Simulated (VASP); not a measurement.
## AlIr: relaxation of cell and atoms with LDA

The system is AlIr.

```xyz
2
Lattice="2.9900 0.0000 0.0000 0.0000 2.9900 0.0000 0.0000 0.0000 2.9900" Properties=species:S:1:pos:R:3 pbc="T T T"
Al    0.0000    0.0000    0.0000
Ir    1.4950    1.4950    1.4950
```

| Quantity | Value |
| --- | --- |
| Program | VASP 6.6.1 |
| Task | relaxation of cell and atoms |
| Functional | LDA |
| Potentials or basis | VASP PAW LDA potentials, release 64 (Al, Ir) |
| Cutoff | 600 eV |
| k mesh | 14 × 14 × 14 |
| Occupations | fermi-dirac, width 0.1 eV |
| Spin | no spin polarisation |
| Dipole correction | no |
| Further INCAR settings | ALGO = Normal; EDIFF = 1e-07; IBRION = 2; EDIFFG = -0.03; NSW = 60; ISIF = 3 |

| Property | Result |
| --- | --- |
| Relaxed volume | 13.16 Å³/atom |
| Relaxed cell | a = 2.975 Å, b = 2.975 Å, c = 2.975 Å, α = 90.00°, β = 90.00°, γ = 90.00° |
| Space group after relaxing (to 0.05 Å) | Pm-3m (No. 221) |
| Energy gained by relaxing | 2.5 meV/atom |
| Ionic steps | 3 |
| Pressure after relaxing | 0.0 GPa |
| Band gap on the k mesh | zero (band 6 reaches 12.27 eV, above the bottom of band 7 at 10.74 eV) |

Step by step:
```
step  energy change (eV)  largest force (eV/Å)  pressure (GPa)  volume (Å³)
   1              0.0000                0.0000           -3.87        26.73
   2              0.0168                0.0000            8.79        25.50
   3             -0.0051                0.0000           -0.05        26.32
```

Final structure:
```yaml
crystal:
  lattice:
    - [2.97474, 0.00000, 0.00000]
    - [0.00000, 2.97474, 0.00000]
    - [0.00000, 0.00000, 2.97474]
  atoms:
    - { symbol: Al, position: [0.00000, 0.00000, 0.00000] }
    - { symbol: Ir, position: [0.50000, 0.50000, 0.50000] }
```

Levels at points of the mesh, in eV from the Fermi level:
| k point | band 3 | band 4 | band 5 | band 6 | band 7 | band 8 | band 9 | band 10 |
| --- | --- | --- | --- | --- | --- | --- | --- | --- |
| (0.00, 0.00, 0.00) | -6.01 | -1.82 | -1.82 | -1.82 | 4.29 | 4.29 | 4.29 | 10.01 |
| (0.50, 0.00, 0.00) | -5.21 | -3.81 | -3.81 | -1.53 | 0.27 | 5.96 | 9.21 | 9.21 |
| (0.50, 0.50, 0.00) | -3.35 | -3.35 | -3.27 | -3.27 | -0.26 | 2.31 | 5.28 | 9.07 |
| (0.50, 0.50, 0.50) | -6.91 | -0.14 | -0.14 | 1.04 | 2.05 | 2.05 | 2.05 | 6.72 |

Wall time 28 s on 1 thread of Intel(R) Xeon(R) Platinum 8488C (Sapphire Rapids) (shared host), peak memory 0.17 GiB.

Caveat: spin-orbit coupling is left out, which moves the levels of the heavy elements.
